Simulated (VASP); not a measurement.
# Fe (Pm-3m) in VASP: notebook

The runs below take Fe through single point, with RPBE.

All numbers are computed with VASP 6.6.1; they aren't measurements. Logs are shortened: lines on timing, memory, paths and dates and some standing lists are left out, and cuts for length are marked.

### 1 The cell of the first run

It takes space group Pm-3m (No. 221, cubic). The conventional cell has a = 2.225 Å, b = 2.225 Å, c = 2.225 Å, α = 90.00°, β = 90.00°, γ = 90.00°. Fe (site symmetry m-3m) has 6 Fe at 2.23 Å within 2.9 Å.

### 2 Single point, RPBE (volume scaled by 0.92)

Input file INCAR:

```
  PREC = Accurate
  ENCUT = 600
  EDIFF = 1E-6
  ISMEAR = -1
  SIGMA = 0.1
  LREAL = False
  LASPH = True
  NELM = 120
  ALGO = Normal
  ISIF = 2
  LWAVE = False
  LCHARG = False
  GGA = RP
  NBANDS = 14
  GGA_COMPAT = False
```

Input file KPOINTS:

```
regular mesh
0
Gamma
  15 15 15
```

Input file POSCAR:

```
Fe
1.0
    2.2252782311      0.0000000000      0.0000000000
    0.0000000000      2.2252782311      0.0000000000
    0.0000000000      0.0000000000      2.2252782311
Fe
1
Direct
    0.0000000000      0.0000000000      0.0000000000
```

Potentials or basis: VASP PAW PBE potentials, release 64 (Fe_sv).

Run with:

```
cat potpaw_PBE.64/Fe_sv/POTCAR > POTCAR
mpirun -np 1 vasp_std > vasp.out
```

OUTCAR:

```text
PREC = Accurate
   ENCUT = 600
   EDIFF = 1E-6
   ISMEAR = -1
   LREAL = False
   LASPH = True
   NELM = 120
   ISIF = 2
   GGA = RP

 ion  position               nearest neighbor table
   1  0.000  0.000  0.000-

  LATTYP: Found a simple cubic cell.
 ALAT       =     2.2252782311

  Lattice vectors:

 A1 = (   2.2252782311,   0.0000000000,   0.0000000000)
 A2 = (   0.0000000000,   2.2252782311,   0.0000000000)
 A3 = (   0.0000000000,   0.0000000000,   2.2252782311)

Analysis of symmetry for initial positions (statically):
=====================================================================
 Subroutine PRICEL returns:
 Original cell was already a primitive cell.

 Routine SETGRP: Setting up the symmetry group for a
 simple cubic supercell.

 Subroutine GETGRP returns: Found 48 space group operations
 (whereof 48 operations were pure point group operations)
 out of a pool of 48 trial point group operations.

The static configuration has the point symmetry O_h .

Analysis of symmetry for dynamics (positions and initial velocities):
=====================================================================
 Subroutine PRICEL returns:
 Original cell was already a primitive cell.

 Routine SETGRP: Setting up the symmetry group for a
 simple cubic supercell.

 Subroutine GETGRP returns: Found 48 space group operations
 (whereof 48 operations were pure point group operations)
 out of a pool of 48 trial point group operations.

The dynamic configuration has the point symmetry O_h .

 Subroutine INISYM returns: Found 48 space group operations
 (whereof 48 operations are pure point group operations),
 and found     1 'primitive' translations

----------------------------------------------------------------------------------------

                                     Primitive cell

  volume of cell :      11.0193

  direct lattice vectors                    reciprocal lattice vectors
     2.225278231  0.000000000  0.000000000     0.449382008  0.000000000  0.000000000
     0.000000000  2.225278231  0.000000000     0.000000000  0.449382008  0.000000000
     0.000000000  0.000000000  2.225278231     0.000000000  0.000000000  0.449382008

  length of vectors
     2.225278231  2.225278231  2.225278231     0.449382008  0.449382008  0.449382008

[... 77 lines left out ...]
   NELM   =    120;   NELMIN=  2; NELMDL= -5     # of ELM steps
   EDIFF  = 0.1E-05   stopping-criterion for ELM
   LREAL  =      F    real-space projection
   EDIFFG = 0.1E-04   stopping-criterion for IOM
   NSW    =      0    number of steps for IOM
   IBRION =     -1    ionic relax: 0-MD 1-quasi-New 2-CG
   NFREE  =      0    steps in history (QN), initial steepest desc. (CG)
   ISIF   =      2    stress and relaxation
   ISYM   =      2    0-nonsym 1-usesym 2-fastsym
   POTIM  = 0.5000    time-step for ionic-motion
   TEBEG  =    0.0;   TEEND  =   0.0 temperature during run
   PSTRESS=    0.0 pullay stress
   NELECT =      16.0000    total number of electrons
   NUPDOWN=      -1.0000    fix difference up-down
   EMIN   =  10.00;   EMAX   =-10.00  energy-range for DOS
   EFERMI =   0.00;   METHOD = LEGACY
   ISMEAR =    -1;   SIGMA  =   0.10  broadening in eV -4-tet -1-fermi 0-gaus
   EFERMI_NEDOS =   21; number of points for ismear=-14 and -15
   IALGO  =     38    algorithm
   IMIX   =      4    mixing-type and parameters
     AMIX     =   0.40;   BMIX     =  1.00
     AMIX_MAG =   1.60;   BMIX_MAG =  1.00
  volume/ion in A,a.u.               =      11.02        74.36
  Fermi-wavevector in a.u.,A,eV,Ry     =   1.853804  3.503182 46.757641  3.436590
  Thomas-Fermi vector in A             =   2.903259
   LORBIT       =      0    0 simple, 1 ext, 2 COOP (PROOUT), +10 PAW based schemes
   GGA     = RP    functional components
   LHFCALC =     F    Hartree Fock is set to
   AEXX    =    0.0000 exact exchange contribution
   IVDW    =     0    specifies the selected vdW correction
   LEPSILON=     F    determine dielectric tensor
   LRPA    =     F    only Hartree local field effects (RPA)
 non-spin polarized calculation
  energy-cutoff  :      600.00
  volume of cell :       11.02
 maximum number of plane-waves:       383
 NGX is ok and might be reduce to    18
   NGX =  9   NGY =  9   NGZ =  9

 number of electron      15.9999995 magnetization

 Free energy of the ion-electron system (eV)
  ---------------------------------------------------
  ext. energy  EPLUGINS =         0.00000000
  ---------------------------------------------------
  free energy    TOTEN  =        -6.67127144 eV

  energy without entropy =       -6.60100280  energy(sigma->0) =       -6.63613712

 E-fermi :  13.0056     XC(G=0): -13.6821

 val. band max:       13.0011878057   @ k =   0.2667   0.0667   0.0000
 cond. band min:      13.0061321577   @ k =   0.4000   0.2667   0.2000
 fundamental gap:      0.0049443520
 Fermi energy:        13.0056149652

 k-point     1 :       0.0000    0.0000    0.0000
  band No.  band energies     occupation
      1     -74.3906      2.00000
      2     -39.9480      2.00000
      3     -39.9480      2.00000
      4     -39.9480      2.00000
      5       4.3242      2.00000
      6       8.8959      2.00000
      7       8.8959      2.00000
      8      14.0716      0.00005
      9      14.0716      0.00005
     10      14.0716      0.00005
     11      34.2166      0.00000
     12      34.2166      0.00000
     13      34.2166      0.00000
     14      38.5377      0.00000
[... 377 lines left out ...]
      1     -74.2659      2.00000
      2     -40.4938      2.00000
      3     -40.1577      2.00000
      4     -39.8772      2.00000
      5       8.1699      2.00000
      6       9.8087      2.00000
      7      10.9639      2.00000
      8      12.8385      1.68350
      9      13.0869      0.61450
     10      13.6117      0.00465
     11      22.9042      0.00000
     12      30.4564      0.00000
     13      38.9636      0.00000
     14      40.4655      0.00000

 [... further k-points ...]
[... 5 lines left out ...]
  --------------------------------------------------------------------------------------
  -------------------------------------------------------------------------------------
  Total        1.0550948      1.0550948      1.0550948     -0.0000000     -0.0000000      0.0000000
  in kB      153.4083940    153.4083940    153.4083940     -0.0000000     -0.0000000      0.0000000
  external PRESSURE =     153.4083940 kB  Pullay stress =       0.0000000 kB

 VOLUME and BASIS-vectors are now :
 -----------------------------------------------------------------------------
  energy-cutoff  :      600.00
  volume of cell :       11.02
      direct lattice vectors                 reciprocal lattice vectors
     2.225278231  0.000000000  0.000000000     0.449382008  0.000000000  0.000000000
     0.000000000  2.225278231  0.000000000     0.000000000  0.449382008  0.000000000
     0.000000000  0.000000000  2.225278231     0.000000000  0.000000000  0.449382008

 POSITION                                       TOTAL-FORCE (eV/Angst)
 -----------------------------------------------------------------------------------
      0.00000      0.00000      0.00000         0.000000      0.000000      0.000000
 -----------------------------------------------------------------------------------
    total drift:                               -0.000000      0.000000      0.000000

  FREE ENERGIE OF THE ION-ELECTRON SYSTEM (eV)
  ---------------------------------------------------
  free  energy   TOTEN  =        -6.6712714382 eV

  energy  without entropy=       -6.6010027962  energy(sigma->0) =       -6.63613712
```

OSZICAR:

```text
N       E                     dE             d eps       ncg     rms          rms(c)
DAV:   1     0.209407085009E+03    0.20941E+03   -0.10112E+04  3492   0.192E+03
DAV:   2     0.194778540090E+00   -0.20921E+03   -0.19678E+03  3384   0.530E+02
DAV:   3    -0.748036311488E+01   -0.76751E+01   -0.75887E+01  4320   0.122E+02
DAV:   4    -0.759871559039E+01   -0.11835E+00   -0.11834E+00  3836   0.165E+01
DAV:   5    -0.760204805738E+01   -0.33325E-02   -0.33324E-02  4264   0.275E+00    0.104E+01
DAV:   6    -0.682084218061E+01    0.78121E+00   -0.34614E+00  3732   0.546E+01    0.408E+00
DAV:   7    -0.667734246261E+01    0.14350E+00   -0.46849E-01  3798   0.201E+01    0.938E-01
DAV:   8    -0.667167732705E+01    0.56651E-02   -0.75677E-03  3918   0.146E+00    0.349E-01
DAV:   9    -0.667125307779E+01    0.42425E-03   -0.15787E-03  3990   0.907E-01    0.493E-02
DAV:  10    -0.667127183534E+01   -0.18758E-04   -0.68120E-05  3944   0.145E-01    0.170E-02
DAV:  11    -0.667127143816E+01    0.39719E-06   -0.85797E-06  4206   0.713E-02
   1 F= -.66712714E+01 E0= -.66361371E+01  d E =-.702686E-01
```

It took 7.9 s on 1 thread of Intel Xeon 6975P-C (Granite Rapids), shared host; peak memory 0.13 GiB.

What came out:

```yaml
Free_energy: -6.6713 eV
Pressure: 15.3 GPa
Band_gap_on_the_k_mesh: zero (band 8 reaches 15.22 eV, above the bottom of band 9 at 12.28 eV)
```

Levels at points of the mesh, in eV from the Fermi level:
```tsv
k point	band 4	band 5	band 6	band 7	band 8	band 9	band 10	band 11	band 12	band 13
(0.00, 0.00, 0.00)	-52.95	-8.68	-4.11	-4.11	1.07	1.07	1.07	21.21	21.21	21.21
```

Caveat: the PAW data sets were made with another functional, which shifts forces and pressure a little; the run has no spin polarisation, though such a crystal can be magnetic. Spin polarisation is off, so any magnetic state and its effect on volume and gap are missing.

### 3 Single point, RPBE, collinear spin, antiferromagnetic start (volume scaled by 0.88)

Input file INCAR:

```
ALGO = Normal
EDIFF = 1E-7
ENCUT = 520
GGA = RP
ISIF = 2
ISMEAR = -1
ISPIN = 2
LASPH = T
LCHARG = F
LMAXMIX = 4
LORBIT = 11
LREAL = F
LWAVE = F
MAGMOM = 2.395 -2.395
NBANDS = 19
NELM = 150
PREC = Accurate
SIGMA = 0.05
```

Input file KPOINTS:

```
k-points
0
Gamma
  13 13 13
```

Input file POSCAR:

```
Fe
1.0
    0.0000000000      2.3212128726      2.3212128726
    2.3212128726      0.0000000000      2.3212128726
    2.3212128726      2.3212128726      0.0000000000
Fe
2
Direct
    0.0000000000      0.0000000000      0.0000000000
    0.5000000000      0.5000000000      0.5000000000
```

Potentials or basis: VASP PAW PBE potentials, release 64 (Fe).

Run with:

```
cat potpaw_PBE.64/Fe/POTCAR > POTCAR
mpirun -np 1 vasp_std > vasp.out
```

It took 28 s on 1 thread of Intel Xeon 6975P-C (Granite Rapids), shared host; peak memory 0.18 GiB.

Results (log left out):

```yaml
Free_energy: -13.3081 eV
Pressure: 11.6 GPa
Band_gap_on_the_k_mesh: zero (filled and empty bands overlap)
Net_moment: 0.00 μB per cell
Site_moments: Fe +2.02, -2.02 μB
Valence_electrons_inside_the_program's_atomic_spheres: Fe 7.27
```

Levels at points of the mesh, in eV from the Fermi level:
Spin up:
| k point | band 5 | band 6 | band 7 | band 8 | band 9 | band 10 | band 11 | band 12 |
| --- | --- | --- | --- | --- | --- | --- | --- | --- |
| (0.00, 0.00, 0.00) | -3.83 | -3.83 | 0.72 | 0.72 | 0.72 | 1.53 | 1.53 | 12.25 |
Spin down:
```tsv
k point	band 6	band 7	band 8	band 9	band 10	band 11
(0.00, 0.00, 0.00)	-3.83	0.72	0.72	0.72	1.53	1.53
```

Caveat: the PAW data sets were made with another functional, which shifts forces and pressure a little.

### 4 Single point, RPBE, collinear spin, antiferromagnetic start (volume scaled by 0.96)

Input file INCAR:

```
SYSTEM = Fe
  PREC = Accurate
  ENCUT = 520
  EDIFF = 1E-6
  ISMEAR = -1
  SIGMA = 0.05
  LREAL = .False.
  LASPH = .True.
  NELM = 150
  ALGO = Normal
  ISIF = 2
  LWAVE = .False.
  LCHARG = .False.
  ISPIN = 2
  MAGMOM = 2.395 -2.395
  LORBIT = 11
  LMAXMIX = 4
  GGA = RP
  NBANDS = 19
```

Input file KPOINTS:

```
Automatic mesh
0
Gamma
  13 13 13
  0 0 0
```

Input file POSCAR:

```
Fe
1.0
    0.0000000000      2.3895226819      2.3895226819
    2.3895226819      0.0000000000      2.3895226819
    2.3895226819      2.3895226819      0.0000000000
Fe
2
Direct
    0.0000000000      0.0000000000      0.0000000000
    0.5000000000      0.5000000000      0.5000000000
```

Potentials or basis: VASP PAW PBE potentials, release 64 (Fe).

Run with:

```
cat potpaw_PBE.64/Fe/POTCAR > POTCAR
mpirun -np 1 vasp_std > vasp.out
```

OUTCAR:

```text
SYSTEM = Fe
   PREC = Accurate
   ENCUT = 520
   EDIFF = 1E-6
   ISMEAR = -1
   LREAL = .False.
   LASPH = .True.
   NELM = 150
   ISIF = 2
   ISPIN = 2
   LORBIT = 11
   GGA = RP

 ion  position               nearest neighbor table
   1  0.000  0.000  0.000-   2 2.39   2 2.39   2 2.39   2 2.39   2 2.39   2 2.39
   2  0.500  0.500  0.500-   1 2.39   1 2.39   1 2.39   1 2.39   1 2.39   1 2.39

  LATTYP: Found a face centered cubic cell.
 ALAT       =     4.7790453638

  Lattice vectors:

 A1 = (   0.0000000000,   2.3895226819,   2.3895226819)
 A2 = (   2.3895226819,   0.0000000000,   2.3895226819)
 A3 = (   2.3895226819,   2.3895226819,   0.0000000000)

Analysis of symmetry for initial positions (statically):
=====================================================================
 Subroutine PRICEL returns following result:

  LATTYP: Found a simple cubic cell.
 ALAT       =     2.3895226819
[... 12 lines left out ...]
 Subroutine GETGRP returns: Found 48 space group operations
 (whereof 48 operations were pure point group operations)
 out of a pool of 48 trial point group operations.

The static configuration has the point symmetry O_h .

Analysis of symmetry for dynamics (positions and initial velocities):
=====================================================================
 Subroutine PRICEL returns following result:

  LATTYP: Found a simple cubic cell.
 ALAT       =     2.3895226819
[... 12 lines left out ...]
 Subroutine GETGRP returns: Found 48 space group operations
 (whereof 48 operations were pure point group operations)
 out of a pool of 48 trial point group operations.

The dynamic configuration has the point symmetry O_h .

Analysis of structural, dynamic, and magnetic symmetry:
=====================================================================
 Subroutine PRICEL returns following result:

  LATTYP: Found a simple cubic cell.
 ALAT       =     2.3895226819
[... 12 lines left out ...]
 Subroutine GETGRP returns: Found 48 space group operations
 (whereof 48 operations were pure point group operations)
[... 137 lines left out ...]

 number of electron      15.9999998 magnetization       0.0000000

 number of electron      15.9999998 magnetization      -0.0000000

 Free energy of the ion-electron system (eV)
  ---------------------------------------------------
  ext. energy  EPLUGINS =         0.00000000
  ---------------------------------------------------
  free energy    TOTEN  =       -13.41527901 eV

  energy without entropy =      -13.38433940  energy(sigma->0) =      -13.39980920

 E-fermi :   4.9558     XC(G=0): -11.9373

 val. band max:        4.9512887442   @ k =   0.3077   0.0000   0.0000
 cond. band min:       4.9588864467   @ k =  -0.2308   0.2308   0.0769
 fundamental gap:      0.0075977025
 Fermi energy:         4.9558469783

 spin component 1

 k-point     1 :       0.0000    0.0000    0.0000
  band No.  band energies     occupation
      1      -2.9650      1.00000
      2       1.1937      1.00000
      3       1.1940      1.00000
      4       1.2725      1.00000
      5       1.2725      1.00000
      6       1.2727      1.00000
[... 517 lines left out ...]
     18      22.2039      0.00000
     19      24.1386      0.00000

 [... further k-points ...]

 spin component 2

 k-point     1 :       0.0000    0.0000    0.0000
  band No.  band energies     occupation
      1      -2.9650      1.00000
      2       1.1937      1.00000
      3       1.1940      1.00000
      4       1.2725      1.00000
      5       1.2725      1.00000
      6       1.2727      1.00000
[... 517 lines left out ...]
     18      22.2039      0.00000
     19      24.1386      0.00000

 [... further k-points ...]
[... 5 lines left out ...]
  --------------------------------------------------------------------------------------
  -------------------------------------------------------------------------------------
  Total        0.5748162      0.5748162      0.5748162     -0.0000000      0.0000000     -0.0000000
  in kB       33.7501788     33.7501788     33.7501788     -0.0000000      0.0000000     -0.0000000
  external PRESSURE =      33.7501788 kB  Pullay stress =       0.0000000 kB

 VOLUME and BASIS-vectors are now :
 -----------------------------------------------------------------------------
  energy-cutoff  :      520.00
  volume of cell :       27.29
      direct lattice vectors                 reciprocal lattice vectors
     0.000000000  2.389522682  2.389522682    -0.209246811  0.209246811  0.209246811
     2.389522682  0.000000000  2.389522682     0.209246811 -0.209246811  0.209246811
     2.389522682  2.389522682  0.000000000     0.209246811  0.209246811 -0.209246811

 POSITION                                       TOTAL-FORCE (eV/Angst)
 -----------------------------------------------------------------------------------
      0.00000      0.00000      0.00000         0.000000     -0.000000     -0.000000
      2.38952      2.38952      2.38952        -0.000000      0.000000      0.000000
 -----------------------------------------------------------------------------------
    total drift:                                0.000000      0.000000      0.000000

  FREE ENERGIE OF THE ION-ELECTRON SYSTEM (eV)
  ---------------------------------------------------
  free  energy   TOTEN  =       -13.4152790099 eV

  energy  without entropy=      -13.3843393979  energy(sigma->0) =      -13.39980920

 total charge

# of ion       s       p       d       tot
------------------------------------------
    1        0.499   0.442   6.168   7.109
    2        0.499   0.442   6.168   7.109
--------------------------------------------------
tot          0.998   0.883  12.336  14.217

 magnetization (x)

# of ion       s       p       d       tot
------------------------------------------
    1        0.061   0.033   2.271   2.364
    2       -0.061  -0.033  -2.271  -2.364
--------------------------------------------------
tot          0.000   0.000   0.000   0.000
```

stdout:

```text
POSCAR found type information on POSCAR Fe
 POSCAR found :  1 types and       2 ions
 scaLAPACK will be used
 -----------------------------------------------------------------------------
|                                                                             |
|                                                                             |
|     You enforced a specific xc type in the INCAR file but a different       |
|     I HOPE YOU KNOW WHAT YOU ARE DOING!                                     |
|                                                                             |
 -----------------------------------------------------------------------------

 LDA part: xc-table for (Slater+PW92), standard interpolation
 POSCAR, INCAR and KPOINTS ok, starting setup
 FFT: planning ... GRIDC
 FFT: planning ... GRID_SOFT
 FFT: planning ... GRID
 WAVECAR not read
 entering main loop
```

Wall time 41 s (1 thread of Intel Xeon 6975P-C (Granite Rapids), shared host); peak memory 0.21 GiB.

Results:

| Property | Result |
| --- | --- |
| Free energy | -13.4153 eV |
| Pressure | 3.4 GPa |
| Band gap on the k mesh | zero (filled and empty bands overlap) |
| Net moment | 0.00 μB per cell |
| Site moments | Fe +2.36, -2.36 μB |
| Valence electrons inside the program's atomic spheres | Fe 7.11 |

Levels at points of the mesh, in eV from the Fermi level:
Spin up:
```tsv
k point	band 5	band 6	band 7	band 8	band 9	band 10	band 11	band 12
(0.00, 0.00, 0.00)	-3.68	-3.68	0.68	0.68	0.68	1.23	1.23	11.34
```
Spin down:
```
           k point  band 6  band 7  band 8  band 9  band 10  band 11
(0.00, 0.00, 0.00)   -3.68    0.68    0.68    0.68     1.23     1.23
```

Caveat: the PAW data sets were made with another functional, which shifts forces and pressure a little.

(Part 1 of 2 ends here.)
